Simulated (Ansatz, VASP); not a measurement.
**One calculation of Ge, two programs**

```
Ge
1.0
     0.00000    2.83782    2.83782
     2.83782    0.00000    2.83782
     2.83782    2.83782    0.00000
Ge
2
Direct
  0.87500 0.87500 0.87500
  0.12500 0.12500 0.12500
```

Alike in both runs: functional PBEsol; k mesh 10 × 10 × 10; occupations fermi-dirac, width 0.02 eV; no spin polarisation.

Ansatz relaxed the structure, and its values are those at the end. VASP's run is a single point on that final structure, the one shown.

|  | VASP | Ansatz |
| --- | --- | --- |
| version | VASP 6.6.1 | Ansatz 0.2.0 |
| potentials or method | VASP PAW PBE potentials, release 64 (Ge_d) | PAW with Ansatz's default frozen-core files, scalar-relativistic |
| plane-wave cutoff (eV) | 520 | 420 |
| valence electrons in the cell | 28 | 28 |

```csv
,VASP,Ansatz,Ansatz less VASP
pressure (GPa),-0.1,0.0,+0.08
```

VASP's potentials were made for PBE, not for PBEsol. The functional is the same, so the differences come from potentials, cutoffs and numerics.
